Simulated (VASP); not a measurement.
# MgH20Cl2O10 in VASP: a series of runs

The runs below take MgH20Cl2O10 through single point, with PBE.

Program: VASP 6.6.1. These are calculated values, not measurements. Logs are shortened: lines on timing, memory, paths and dates and some standing lists are left out, and cuts for length are marked.

## 1. The cell of the first run

The cell holds a disordered packing, 33 atoms: a = 7.807 Å, b = 7.807 Å, c = 7.807 Å, α = 90.00°, β = 90.00°, γ = 90.00°.

## 2. Single point, PBE

INCAR reads:

```
PREC = Accurate ; ENCUT = 520
EDIFF = 1E-7 ; ISMEAR = -1
SIGMA = 0.05 ; LREAL = Auto
LASPH = True ; NELM = 80
ALGO = Normal ; ISIF = 2
LWAVE = False ; LCHARG = False
GGA = PE ; NBANDS = 70
```

KPOINTS reads:

```
regular mesh
0
Gamma
  1 1 1
```

POSCAR reads:

```
MgH20Cl2O10
1.0
    7.8068320000      0.0000000000      0.0000000000
    0.0000000000      7.8068320000      0.0000000000
    0.0000000000      0.0000000000      7.8068320000
O H Mg Cl
10 20 1 2
Direct
    0.3531137855      0.1683909683      0.7331911331
    0.6903696660      0.7301809492      0.0679020632
    0.4779019198      0.2917700804      0.3183877916
    0.9579173729      0.4202857190      0.9232810441
    0.7054333947      0.2010290474      0.1012702720
    0.1341773462      0.3980615953      0.3962042478
    0.3840098006      0.7638053438      0.3158643609
    0.2344869212      0.6412204080      0.7990309001
    0.7350356713      0.6933798499      0.6879230910
    0.9734166176      0.6821332904      0.3512052008
    0.2316304488      0.2103926407      0.7255055572
    0.3334771390      0.0875771376      0.8315793141
    0.6631755365      0.6842724424     -0.0474840499
    0.5913666389      0.7234432610      0.1423881031
    0.3833949546      0.3170684344      0.2466557497
    0.5760723428      0.2473346423      0.2276467586
    0.9239471273      0.3481053518      0.8332060944
    0.9264321302      0.5361073480      0.8810872323
    0.7913837521      0.2798318191      0.0569757361
    0.7325890963      0.0770222800      0.0926880455
    0.0588715115      0.2953566825      0.4163148381
    0.0647253585      0.5042762544      0.3943853281
    0.3118294335      0.7928952487      0.4124592408
    0.3660255530      0.8489615250      0.2307466076
    0.2321812484      0.7218036715      0.8934225817
    0.1862343137      0.5308811564      0.8514337186
    0.8430948687      0.6607545801      0.6317159124
    0.7368289724      0.8198203830      0.6776628471
    1.0258322454      0.7901156321      0.3578660332
    0.8965352399      0.6933926591      0.2519587971
    0.5094640182      0.2652932713      0.5614697485
    0.2122115603     -0.0032791791      0.0197775487
    0.7573110322      0.1646506547      0.6810957377
```

Potentials or basis: VASP PAW PBE potentials, release 64 (O, H, Mg, Cl).

Started as:

```bash
$ cat potpaw_PBE.64/O/POTCAR potpaw_PBE.64/H/POTCAR potpaw_PBE.64/Mg/POTCAR potpaw_PBE.64/Cl/POTCAR > POTCAR
$ mpirun -np 1 vasp_gam > vasp.out
```

OUTCAR:

```text
PREC = Accurate
   ENCUT = 520
   EDIFF = 1E-7
   ISMEAR = -1
   LREAL = Auto
   LASPH = True
   NELM = 80
   ISIF = 2
   GGA = PE

 ion  position               nearest neighbor table
   1  0.353  0.168  0.733-  11 1.01  12 1.01  31 1.96
   2  0.690  0.730  0.068-  14 0.97  13 0.99
   3  0.478  0.292  0.318-  15 0.95  16 1.10  31 1.92
   4  0.958  0.420  0.923-  17 0.94  18 0.99
   5  0.705  0.201  0.101-  19 0.97  20 0.99
   6  0.134  0.398  0.396-  22 0.99  21 1.01
   7  0.384  0.764  0.316-  24 0.95  23 0.97
   8  0.234  0.641  0.799-  25 0.97  26 1.03
   9  0.735  0.693  0.688-  27 0.98  28 0.99
  10  0.973  0.682  0.351-  29 0.94  30 0.98
  11  0.232  0.210  0.726-   1 1.01
  12  0.333  0.088  0.832-   1 1.01
  13  0.663  0.684  0.953-   2 0.99
  14  0.591  0.723  0.142-   2 0.97
  15  0.383  0.317  0.247-   3 0.95
  16  0.576  0.247  0.228-   3 1.10
[... 12 lines left out ...]
  29  0.026  0.790  0.358-  10 0.94
  30  0.897  0.693  0.252-  10 0.98
  31  0.509  0.265  0.561-   3 1.92   1 1.96  33 2.29
  32  0.212  0.997  0.020-
  33  0.757  0.165  0.681-  31 2.29

  LATTYP: Found a simple cubic cell.
 ALAT       =     7.8068320000

  Lattice vectors:

 A1 = (   7.8068320000,   0.0000000000,   0.0000000000)
 A2 = (   0.0000000000,   7.8068320000,   0.0000000000)
 A3 = (   0.0000000000,   0.0000000000,   7.8068320000)

Analysis of symmetry for initial positions (statically):
=====================================================================
 Subroutine PRICEL returns:
 Original cell was already a primitive cell.

 Routine SETGRP: Setting up the symmetry group for a
 simple cubic supercell.

 Subroutine GETGRP returns: Found  1 space group operations
 (whereof  1 operations were pure point group operations)
 out of a pool of 48 trial point group operations.

The static configuration has the point symmetry C_1 .

Analysis of symmetry for dynamics (positions and initial velocities):
=====================================================================
 Subroutine PRICEL returns:
 Original cell was already a primitive cell.

 Routine SETGRP: Setting up the symmetry group for a
 simple cubic supercell.

 Subroutine GETGRP returns: Found  1 space group operations
 (whereof  1 operations were pure point group operations)
 out of a pool of 48 trial point group operations.

The dynamic configuration has the point symmetry C_1 .
[... 138 lines left out ...]
   LREAL  =      T    real-space projection
   EDIFFG = 0.1E-05   stopping-criterion for IOM
   NSW    =      0    number of steps for IOM
   IBRION =     -1    ionic relax: 0-MD 1-quasi-New 2-CG
   NFREE  =      0    steps in history (QN), initial steepest desc. (CG)
   ISIF   =      2    stress and relaxation
   ISYM   =      2    0-nonsym 1-usesym 2-fastsym
   POTIM  = 0.5000    time-step for ionic-motion
   TEBEG  =    0.0;   TEEND  =   0.0 temperature during run
   PSTRESS=    0.0 pullay stress
   NELECT =      96.0000    total number of electrons
   NUPDOWN=      -1.0000    fix difference up-down
   EMIN   =  10.00;   EMAX   =-10.00  energy-range for DOS
   EFERMI =   0.00;   METHOD = LEGACY
   ISMEAR =    -1;   SIGMA  =   0.05  broadening in eV -4-tet -1-fermi 0-gaus
   EFERMI_NEDOS =   21; number of points for ismear=-14 and -15
   IALGO  =     38    algorithm
   IMIX   =      4    mixing-type and parameters
     AMIX     =   0.40;   BMIX     =  1.00
     AMIX_MAG =   1.60;   BMIX_MAG =  1.00
  volume/ion in A,a.u.               =      14.42        97.30
  Fermi-wavevector in a.u.,A,eV,Ry     =   0.960190  1.814496 12.544087  0.921964
  Thomas-Fermi vector in A             =   2.089452
   LORBIT       =      0    0 simple, 1 ext, 2 COOP (PROOUT), +10 PAW based schemes
   GGA     = PE    functional components
   LHFCALC =     F    Hartree Fock is set to
   AEXX    =    0.0000 exact exchange contribution
   IVDW    =     0    specifies the selected vdW correction
   LEPSILON=     F    determine dielectric tensor
   LRPA    =     F    only Hartree local field effects (RPA)
 non-spin polarized calculation
  energy-cutoff  :      520.00
  volume of cell :      475.80
 maximum number of plane-waves:      6447
 NGX is ok and might be reduce to    60
   NGX = 29   NGY = 29   NGZ = 29

 number of electron      96.0000014 magnetization

 Free energy of the ion-electron system (eV)
  ---------------------------------------------------
  ext. energy  EPLUGINS =         0.00000000
  ---------------------------------------------------
  free energy    TOTEN  =      -154.72964818 eV

  energy without entropy =     -154.72964818  energy(sigma->0) =     -154.72964818

 E-fermi :  -1.8534     XC(G=0):  -6.1716

 val. band max:       -3.0500593274   @ k =   0.0000   0.0000   0.0000
 cond. band min:       0.3495821235   @ k =   0.0000   0.0000   0.0000
 fundamental gap:      3.3996414510
 Fermi energy:        -1.8533846615

 k-point     1 :       0.0000    0.0000    0.0000
  band No.  band energies     occupation
      1     -23.2417      2.00000
      2     -23.1361      2.00000
      3     -23.0988      2.00000
      4     -22.8532      2.00000
      5     -22.5383      2.00000
      6     -22.3598      2.00000
[... 52 lines left out ...]
     59       4.8144      0.00000
     60       4.8566      0.00000
 [bands above 60 left out]

------------------------ aborting loop because EDIFF is reached ----------------------------------------

  FORCE on cell =-STRESS in cart. coord.  units (eV):
  Direction    XX          YY          ZZ          XY          YZ          ZX
  --------------------------------------------------------------------------------------
  -------------------------------------------------------------------------------------
  Total       -0.5488061     -2.4185826     -1.3009029     -0.0628814      1.5496280      1.6474169
  in kB       -1.8480128     -8.1441733     -4.3805733     -0.2117427      5.2181136      5.5474015
  external PRESSURE =      -4.7909198 kB  Pullay stress =       0.0000000 kB

 VOLUME and BASIS-vectors are now :
 -----------------------------------------------------------------------------
  energy-cutoff  :      520.00
  volume of cell :      475.80
      direct lattice vectors                 reciprocal lattice vectors
     7.806832000  0.000000000  0.000000000     0.128092932  0.000000000  0.000000000
     0.000000000  7.806832000  0.000000000     0.000000000  0.128092932  0.000000000
     0.000000000  0.000000000  7.806832000     0.000000000  0.000000000  0.128092932

 POSITION                                       TOTAL-FORCE (eV/Angst)
 -----------------------------------------------------------------------------------
      2.75670      1.31460      5.72390        -1.751815      1.330407     -1.221890
      5.38960      5.70040      0.53010         0.593064      0.033795     -0.401159
      3.73090      2.27780      2.48560         2.511109     -0.986125     -0.275959
      7.47830      3.28110      7.20790         0.443965      1.925820      1.354724
      5.50720      1.56940      0.79060        -0.881360     -1.021734      0.768539
      1.04750      3.10760      3.09310        -0.070316     -2.000018      0.621381
[... 25 lines left out ...]
      1.65670      7.78123      0.15440         0.070282     -0.224363      0.253785
      5.91220      1.28540      5.31720         0.175800      0.016869     -0.523057
 -----------------------------------------------------------------------------------
    total drift:                                0.002501     -0.004747     -0.012480

  FREE ENERGIE OF THE ION-ELECTRON SYSTEM (eV)
  ---------------------------------------------------
  free  energy   TOTEN  =      -154.7296481820 eV

  energy  without entropy=     -154.7296481818  energy(sigma->0) =     -154.72964818
```

stdout:

```text
POSCAR found type information on POSCAR O H MgCl
 POSCAR found :  4 types and      33 ions
 scaLAPACK will be used
 LDA part: xc-table for (Slater+PW92), standard interpolation
 POSCAR, INCAR and KPOINTS ok, starting setup
 FFT: planning ... GRIDC
 FFT: planning ... GRID_SOFT
 FFT: planning ... GRID
 WAVECAR not read
 entering main loop
```

Wall time 72 s (1 thread of Intel Xeon Platinum 8259CL at 2.50GHz (Skylake/Cascade Lake), shared host); peak memory 0.46 GiB.

Results:

```yaml
Free_energy: -154.7296 eV
Pressure: -0.5 GPa
Largest_force: 2.712 eV/Å
Band_gap_on_the_k_mesh: 3.40 eV
```

Forces in eV/Å, atoms in the order of the input:
```
O   -1.752  1.330 -1.222
O    0.593  0.034 -0.401
O    2.511 -0.986 -0.276
O    0.444  1.926  1.355
O   -0.881 -1.022  0.769
O   -0.070 -2.000  0.621
O    0.722 -1.136  0.922
O   -0.578 -2.193  0.182
O    0.517  0.455 -0.046
O   -1.456 -0.949 -0.229
H    1.167 -0.221 -0.089
H    0.239 -0.596  0.919
H   -0.010  0.358  0.687
H   -0.427 -0.261  0.001
H   -1.591  0.448 -0.334
H   -0.555  0.513  0.734
H   -0.721 -1.499 -1.735
H    0.029 -0.565  0.449
H    0.599 -0.099 -0.229
H    0.223  1.090 -0.307
H    0.595  1.503 -0.337
H   -0.084 -0.156 -0.205
H    0.119 -0.030  0.115
H   -0.747  1.244 -1.132
H   -0.011  0.665  0.415
H    0.614  1.637 -0.664
H   -0.389  0.131 -0.059
H   -0.123 -0.603  0.110
H    0.997  1.609  0.097
H   -0.092 -0.249 -0.036
Mg  -0.129 -0.170  0.195
Cl   0.070 -0.224  0.254
Cl   0.176  0.017 -0.523
```

Stress tensor (GPa, compression positive):
```
-0.18 -0.02  0.55
-0.02 -0.81  0.52
 0.55  0.52 -0.44
```

Levels at points of the mesh, in eV from the valence-band top:
```csv
k point,band 44,band 45,band 46,band 47,band 48,band 49,band 50,band 51,band 52,band 53
"(0.00, 0.00, 0.00)",-0.81,-0.56,-0.33,-0.08,0.00,3.40,5.39,5.67,6.02,6.17
```

Caveat: the k points lie up to 0.80 Å⁻¹ apart.

(Continued in part 2 of 2.)
